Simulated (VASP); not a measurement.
Set up this calculation in VASP 6.6.1, as the native input.

```yaml
Task: single point
Functional: r2SCAN
Potentials_or_basis: VASP PAW PBE potentials, release 64 (Zr_sv, N)
Cutoff: 660 eV
k_mesh: 9 × 9 × 9
Occupations: methfessel-paxton, width 0.15 eV
Spin: no spin polarisation
Dipole_correction: no
Further_INCAR_settings: ALGO = Normal; EDIFF = 1e-06; NBANDS = 16
```

ZrN:

```
Zr N
1.0
     0.00000    2.35977    2.35977
     2.35977    0.00000    2.35977
     2.35977    2.35977    0.00000
Zr N
1 1
Direct
  0.50000 0.50000 0.50000
  0.00000 0.00000 0.00000
```

One way to write it, as run:

POSCAR

```
ZrN
1.0
    0.0000000000      2.3597668064      2.3597668064
    2.3597668064      0.0000000000      2.3597668064
    2.3597668064      2.3597668064      0.0000000000
Zr N
1 1
Direct
    0.5000000000      0.5000000000      0.5000000000
    0.0000000000      0.0000000000      0.0000000000
```

INCAR.step1

```
PREC     = Accurate       # precision mode
ENCUT    = 660            # plane-wave cutoff, eV
ISMEAR   = 1              # smearing method
SIGMA    = 0.15           # smearing width, eV
LREAL    = F              # projectors in reciprocal space
LASPH    = T              # aspherical terms in the spheres
NELM     = 120            # most SCF steps
NBANDS   = 16             # bands
GGA      = PE             # functional
ALGO     = Normal         # electronic algorithm
EDIFF    = 1E-5           # SCF threshold, eV
LWAVE    = T              # write WAVECAR
LCHARG   = F              # write CHGCAR
GGA_COMPAT= F
```

INCAR.step2

```
PREC     = Accurate       # precision mode
ENCUT    = 660            # plane-wave cutoff, eV
EDIFF    = 1E-6           # SCF threshold, eV
ISMEAR   = 1              # smearing method
SIGMA    = 0.15           # smearing width, eV
LREAL    = F              # projectors in reciprocal space
LASPH    = T              # aspherical terms in the spheres
NELM     = 120            # most SCF steps
ALGO     = Normal         # electronic algorithm
ISIF     = 2              # what is computed and relaxed
LWAVE    = F              # write WAVECAR
LCHARG   = F              # write CHGCAR
METAGGA  = R2SCAN         # meta-GGA
LMIXTAU  = T            
NBANDS   = 16             # bands
ISTART   = 1            
GGA_COMPAT= F
```

KPOINTS

```
regular mesh
0
Gamma
  9 9 9
```

Potentials or basis: VASP PAW PBE potentials, release 64 (Zr_sv, N).

The run is started by

```sh
$ cat potpaw_PBE.64/Zr_sv/POTCAR potpaw_PBE.64/N/POTCAR > POTCAR
$ cp INCAR.step1 INCAR
$ mpirun -np 1 vasp_std > vasp.out
$ cp INCAR.step2 INCAR
$ mpirun -np 1 vasp_std > vasp.out
```

Results of the run:

The pressure is -18.6 GPa. The band gap on the k mesh is zero (an odd number of electrons rules out a gap without spin polarisation).

Caveat: the cell stands under tension; the PAW data sets were made with another functional, which shifts forces and pressure a little.

Run time: 59 s on 1 thread of Intel(R) Xeon(R) Platinum 8488C (Sapphire Rapids), on a shared host, peak memory 0.17 GiB.
